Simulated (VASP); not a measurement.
# SiO2 (Imma) in VASP: single point with r2SCAN

Aim: the single point of SiO2 with r2SCAN.

Everything below comes from runs of VASP 6.6.1. Logs are shortened: lines on timing, memory, paths and dates and some standing lists are left out, and cuts for length are marked.

**1. The cell of the first run**

Symmetry: Imma, No. 74, orthorhombic system. Conventional cell: a = 5.398 Å, b = 10.301 Å, c = 8.809 Å, α = 90.00°, β = 90.00°, γ = 90.00°. Within 2.2 Å of Si (site symmetry m) lie 4 O at 1.64 to 1.65 Å. O (site symmetry mm2) has 2 Si at 1.64 Å within 2.2 Å. O (site symmetry 2) has 2 Si at 1.64 Å within 2.2 Å. O (site symmetry 2/m) has 2 Si at 1.65 Å within 2.2 Å.

**2. Single point, r2SCAN (20.41 Å³/atom)**

Contents of POSCAR:

```
SiO2
1.0
   -2.6988446371      5.1506578721      4.4042513312
    2.6988446371     -5.1506578721      4.4042513312
    2.6988446371      5.1506578721     -4.4042513312
Si O
4 8
Direct
    0.9472171602      0.8509403993      0.0962767609
    0.7453363615      0.1490596007      0.5962767609
    0.0527828398      0.1490596007      0.9037232391
    0.2546636385      0.8509403993      0.4037232391
    0.1508384038      0.9008384038      0.2500000000
    0.8491615962      0.0991615962      0.7500000000
    0.8189568137      0.5000000000      0.8189568137
    0.1810431863      0.0000000000      0.6810431863
    0.1810431863      0.5000000000      0.1810431863
    0.8189568137      0.0000000000      0.3189568137
    0.0000000000      0.0000000000      0.0000000000
    0.5000000000      0.0000000000      0.5000000000
```

Contents of INCAR.step1:

```
SYSTEM = SiO2
PREC     = Accurate       ! precision mode
ENCUT    = 520            ! plane-wave cutoff, eV
ISMEAR   = 0              ! smearing method
SIGMA    = 0.02           ! smearing width, eV
LREAL    = .FALSE.        ! projectors in reciprocal space
LASPH    = .TRUE.         ! aspherical terms in the spheres
NELM     = 60             ! most SCF steps
NBANDS   = 44             ! bands
GGA      = PE             ! functional
ALGO     = Normal         ! electronic algorithm
EDIFF    = 1E-4           ! SCF threshold, eV
LWAVE    = .TRUE.         ! write WAVECAR
LCHARG   = .FALSE.        ! write CHGCAR
```

Contents of INCAR.step2:

```
SYSTEM = SiO2
PREC     = Accurate       ! precision mode
ENCUT    = 520            ! plane-wave cutoff, eV
EDIFF    = 1E-7           ! SCF threshold, eV
ISMEAR   = 0              ! smearing method
SIGMA    = 0.02           ! smearing width, eV
LREAL    = .FALSE.        ! projectors in reciprocal space
LASPH    = .TRUE.         ! aspherical terms in the spheres
NELM     = 60             ! most SCF steps
ALGO     = Normal         ! electronic algorithm
ISIF     = 2              ! what is computed and relaxed
LWAVE    = .FALSE.        ! write WAVECAR
LCHARG   = .TRUE.         ! write CHGCAR
METAGGA  = R2SCAN         ! meta-GGA
LMIXTAU  = .TRUE.       
LELF     = .TRUE.         ! ELF
LVHAR    = .TRUE.       
NBANDS   = 44             ! bands
ISTART   = 1
```

Contents of KPOINTS:

```
Automatic mesh
0
G
  6 6 6
  0 0 0
```

Potentials or basis: VASP PAW PBE potentials, release 64 (Si, O).

The run is started by

```
$ cat potpaw_PBE.64/Si/POTCAR potpaw_PBE.64/O/POTCAR > POTCAR
$ cp INCAR.step1 INCAR
$ mpirun -np 1 vasp_std > vasp.out
$ cp INCAR.step2 INCAR
$ mpirun -np 1 vasp_std > vasp.out
```

OUTCAR:

```text
SYSTEM = SiO2
   PREC = Accurate
   ENCUT = 520
   EDIFF = 1E-7
   ISMEAR = 0
   LREAL = .FALSE.
   LASPH = .TRUE.
   NELM = 60
   ISIF = 2
   METAGGA = R2SCAN
   ISTART = 1

 ion  position               nearest neighbor table
   1  0.947  0.851  0.096-   7 1.64  10 1.64   5 1.64  11 1.65
   2  0.745  0.149  0.596-   7 1.64  10 1.64   6 1.64  12 1.65
   3  0.053  0.149  0.904-   8 1.64   9 1.64   6 1.64  11 1.65
   4  0.255  0.851  0.404-   9 1.64   8 1.64   5 1.64  12 1.65
   5  0.151  0.901  0.250-   1 1.64   4 1.64
   6  0.849  0.099  0.750-   3 1.64   2 1.64
   7  0.819  0.500  0.819-   2 1.64   1 1.64
   8  0.181  0.000  0.681-   3 1.64   4 1.64
   9  0.181  0.500  0.181-   4 1.64   3 1.64
  10  0.819  0.000  0.319-   1 1.64   2 1.64
  11  0.000  0.000  0.000-   1 1.65   3 1.65
  12  0.500  0.000  0.500-   2 1.65   4 1.65

  LATTYP: Found a body centered orthorhombic cell.
 ALAT       =     5.3976892742
 B/A-ratio  =     1.6319025077
 C/A-ratio  =     1.9084677203

  Lattice vectors:

 A1 = (   2.6988446371,  -5.1506578721,  -4.4042513312)
 A2 = (  -2.6988446371,  -5.1506578721,   4.4042513312)
 A3 = (  -2.6988446371,   5.1506578721,  -4.4042513312)

Analysis of symmetry for initial positions (statically):
=====================================================================
 Subroutine PRICEL returns:
 Original cell was already a primitive cell.

 Routine SETGRP: Setting up the symmetry group for a
 body centered orthorhombic supercell.

 Subroutine GETGRP returns: Found  8 space group operations
 (whereof  4 operations were pure point group operations)
 out of a pool of  8 trial point group operations.

The static configuration has the point symmetry C_2h.
 The point group associated with its full space group is D_2h.

Analysis of symmetry for dynamics (positions and initial velocities):
=====================================================================
 Subroutine PRICEL returns:
 Original cell was already a primitive cell.

 Routine SETGRP: Setting up the symmetry group for a
 body centered orthorhombic supercell.

 Subroutine GETGRP returns: Found  8 space group operations
 (whereof  4 operations were pure point group operations)
 out of a pool of  8 trial point group operations.

The dynamic configuration has the point symmetry C_2h.
 The point group associated with its full space group is D_2h.

 Subroutine INISYM returns: Found  8 space group operations
[... 128 lines left out ...]
   NELECT =      64.0000    total number of electrons
   NUPDOWN=      -1.0000    fix difference up-down
   EMIN   =  10.00;   EMAX   =-10.00  energy-range for DOS
   EFERMI =   0.00;   METHOD = LEGACY
   ISMEAR =     0;   SIGMA  =   0.02  broadening in eV -4-tet -1-fermi 0-gaus
   EFERMI_NEDOS =   21; number of points for ismear=-14 and -15
   IALGO  =     38    algorithm
   IMIX   =      4    mixing-type and parameters
     AMIX     =   0.40;   BMIX     =  1.00
     AMIX_MAG =   1.60;   BMIX_MAG =  1.00
  volume/ion in A,a.u.               =      20.41       137.72
  Fermi-wavevector in a.u.,A,eV,Ry     =   1.046672  1.977923 14.905485  1.095522
  Thomas-Fermi vector in A             =   2.181520
   LORBIT       =      0    0 simple, 1 ext, 2 COOP (PROOUT), +10 PAW based schemes
   METAGGA = R2SCAN    functional components
   LHFCALC =     F    Hartree Fock is set to
   AEXX    =    0.0000 exact exchange contribution
   IVDW    =     0    specifies the selected vdW correction
   LEPSILON=     F    determine dielectric tensor
   LRPA    =     F    only Hartree local field effects (RPA)
 non-spin polarized calculation
 Gauss-broadening in eV      SIGMA  =   0.02
  energy-cutoff  :      520.00
  volume of cell :      244.89
 maximum number of plane-waves:      6632
   NGX = 27   NGY = 27   NGZ = 27

 number of electron      64.0000009 magnetization

 Free energy of the ion-electron system (eV)
  ---------------------------------------------------
  ext. energy  EPLUGINS =         0.00000000
  ---------------------------------------------------
  free energy    TOTEN  =      -118.52841448 eV

  energy without entropy =     -118.52841448  energy(sigma->0) =     -118.52841448

 E-fermi :  -2.3048     XC(G=0):  -6.7910

 val. band max:       -2.4521321894   @ k =  -0.1667  -0.1667   0.1667
 cond. band min:       3.5175440977   @ k =   0.0000   0.0000   0.0000
 fundamental gap:      5.9696762870
 Fermi energy:        -2.3048069930

 k-point     1 :       0.0000    0.0000    0.0000
  band No.  band energies     occupation
      1     -22.5646      2.00000
      2     -21.7148      2.00000
      3     -21.2624      2.00000
      4     -21.2581      2.00000
      5     -20.7835      2.00000
      6     -20.7462      2.00000
[... 1117 lines left out ...]
     43       9.2720      0.00000
     44       9.4456      0.00000

 [... further k-points ...]

------------------------ aborting loop because EDIFF is reached ----------------------------------------

  FORCE on cell =-STRESS in cart. coord.  units (eV):
  Direction    XX          YY          ZZ          XY          YZ          ZX
  --------------------------------------------------------------------------------------
  -------------------------------------------------------------------------------------
  Total      -12.2708244    -12.3314807    -12.3849189      0.0000000      0.0000000      0.0000000
  in kB      -80.2807924    -80.6776312    -81.0272454      0.0000000      0.0000000      0.0000000
  external PRESSURE =     -80.6618896 kB  Pullay stress =       0.0000000 kB

 VOLUME and BASIS-vectors are now :
 -----------------------------------------------------------------------------
  energy-cutoff  :      520.00
  volume of cell :      244.89
      direct lattice vectors                 reciprocal lattice vectors
    -2.698844637  5.150657872  4.404251331     0.000000000  0.097074978  0.113526673
     2.698844637 -5.150657872  4.404251331     0.185264462  0.000000000  0.113526673
     2.698844637  5.150657872 -4.404251331     0.185264462  0.097074978  0.000000000

 POSITION                                       TOTAL-FORCE (eV/Angst)
 -----------------------------------------------------------------------------------
      0.00000      0.99178      7.49551         0.000000     -0.039313      0.028195
      0.00000      6.14244      1.31299         0.000000     -0.039313     -0.028195
      2.69884      4.15888     -3.09126        -0.000000      0.039313     -0.028195
      2.69884     -0.99178      3.09126        -0.000000      0.039313      0.028195
      2.69884     -2.57533      3.53079         0.000000      0.000000     -0.001245
     -0.00000      7.72599      0.87347         0.000000      0.000000      0.001245
      1.34942      5.86100      2.20213         0.000000      0.007995      0.000000
      1.34942      4.44031     -2.20213         0.000000     -0.007995      0.000000
      1.34942     -0.71035      2.20213         0.000000     -0.007995      0.000000
     -1.34942      5.86100      2.20213         0.000000      0.007995      0.000000
      0.00000      0.00000      0.00000         0.000000      0.000000      0.000000
      0.00000      5.15066      0.00000         0.000000      0.000000      0.000000
 -----------------------------------------------------------------------------------
    total drift:                                0.000001      0.000000     -0.000000

  FREE ENERGIE OF THE ION-ELECTRON SYSTEM (eV)
  ---------------------------------------------------
  free  energy   TOTEN  =      -118.5284144843 eV

  energy  without entropy=     -118.5284144843  energy(sigma->0) =     -118.52841448
```

OUTCAR.step1:

```text
SYSTEM = SiO2
   PREC = Accurate
   ENCUT = 520
   ISMEAR = 0
   LREAL = .FALSE.
   LASPH = .TRUE.
   NELM = 60
[... 1391 lines left out ...]
     -1.34942      5.86100      2.20213        -0.000000     -0.172276     -0.000000
      0.00000      0.00000      0.00000        -0.000000     -0.000000     -0.000000
      0.00000      5.15066      0.00000        -0.000000     -0.000000     -0.000000
 -----------------------------------------------------------------------------------
    total drift:                                0.000001      0.000000     -0.000000

  FREE ENERGIE OF THE ION-ELECTRON SYSTEM (eV)
  ---------------------------------------------------
  free  energy   TOTEN  =       -94.6130689099 eV

  energy  without entropy=      -94.6130689099  energy(sigma->0) =      -94.61306891
```

Wall time 1.7 h (1 thread of Oxide Virtual Turin-like, shared host); peak memory 0.62 GiB.

Results:

* Free energy: -118.5284 eV
* Pressure: -8.1 GPa
* Largest force: 0.048 eV/Å
* Band gap on the k mesh: 5.97 eV

Forces in eV/Å, atoms in the order of the input:
```
Si   0.000 -0.039  0.028
Si   0.000 -0.039 -0.028
Si   0.000  0.039 -0.028
Si   0.000  0.039  0.028
O    0.000  0.000 -0.001
O    0.000  0.000  0.001
O    0.000  0.008  0.000
O    0.000 -0.008  0.000
O    0.000 -0.008  0.000
O    0.000  0.008  0.000
O    0.000  0.000  0.000
O    0.000  0.000  0.000
```

Caveat: the cell stands under tension; the PAW data sets were made with another functional, which shifts forces and pressure a little. A k mesh can miss the band edges.
